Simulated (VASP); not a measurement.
Here is a VASP 6.6.1 calculation.

Contents of POSCAR:

```
C
1.0
    2.4558082585      0.0000000000      0.0000000000
   -1.2279041293      2.1267923387      0.0000000000
    0.1055463578      0.0000000000      7.0364238502
C
4
Direct
    0.0000000000      0.0000000000      0.2500000000
    0.0000000000      0.0000000000      0.7500000000
    0.3333333333      0.6666666667      0.2500000000
    0.6666666667      0.3333333333      0.7500000000
```

Contents of INCAR.step1:

```
SYSTEM = C
ALGO = Normal
EDIFF = 1E-4
ENCUT = 520
GGA = PE
ISMEAR = 0
LASPH = .TRUE.
LCHARG = .FALSE.
LREAL = .FALSE.
LWAVE = .TRUE.
NBANDS = 16
NELM = 100
PREC = Accurate
SIGMA = 0.1
```

INCAR.step2

```
SYSTEM = C
ALGO = Normal
EDIFF = 1E-7
ENCUT = 520
ISIF = 2
ISMEAR = 0
ISTART = 1
LASPH = .TRUE.
LCHARG = .TRUE.
LELF = .TRUE.
LMIXTAU = .TRUE.
LREAL = .FALSE.
LVHAR = .TRUE.
LWAVE = .FALSE.
METAGGA = R2SCAN
NBANDS = 16
NELM = 100
PREC = Accurate
SIGMA = 0.1
```

File KPOINTS:

```
k-points
0
G
  24 24 8
  0 0 0
```

Potentials or basis: VASP PAW PBE potentials, release 64 (C).

Run with:

```console
$ cat potpaw_PBE.64/C/POTCAR > POTCAR
$ cp INCAR.step1 INCAR
$ mpirun -np 1 vasp_std > vasp.out
$ cp INCAR.step2 INCAR
$ mpirun -np 1 vasp_std > vasp.out
```

(1) Estimate the pressure.

(2) What does it give for the band gap on the k mesh?

Answers

(1) 0.7 GPa.

(2) zero (filled and empty bands touch).

Caveat: the cell differs from its parent crystal (shear of c along a, cell held: +1.5 %, then relaxed in part); the PAW data sets were made with another functional, which shifts forces and pressure a little.
